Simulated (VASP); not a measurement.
Runs of VASP 6.6.1 on Ag. The structure is that of space group Fm-3m (No. 225), or close to it. The cells are those of the table. 

```tsv
task	cell	k mesh	cutoff (eV)	gap on the mesh (eV)	pressure (GPa)
single point	a = 2.965 Å, angles 60.0°, 1 atom	7 × 7 × 7	500	none	-0.4
single point	a = 2.841 Å, angles 60.0°, 1 atom	21 × 21 × 21	520	none	14.4
single point	a = 2.884 Å, angles 60.0°, 1 atom	21 × 21 × 21	520	none	8.2
relaxation of cell and atoms	relaxed from a = 2.889 Å, angles 60.0°, 1 atom	13 × 13 × 13	600	none	0.0
single point	a = 3.079 Å, angles 60.0°, 1 atom	21 × 21 × 21	520	none	(a)
```

Alike in all rows: level revPBE; potentials or basis VASP PAW PBE potentials, release 64 (Ag); no spin polarisation; smearing fermi-dirac 0.1 eV.

Question: Fill in the values left out.

Answer: (a) -6.3.

Caveats: some runs use coarse meshes; the PAW data sets were made with another functional, which shifts forces and pressure a little.

A k mesh can miss the band edges, and the runs leave out spin-orbit coupling on Ag.

A gap of «none» marks levels without a gap at the run's occupations.
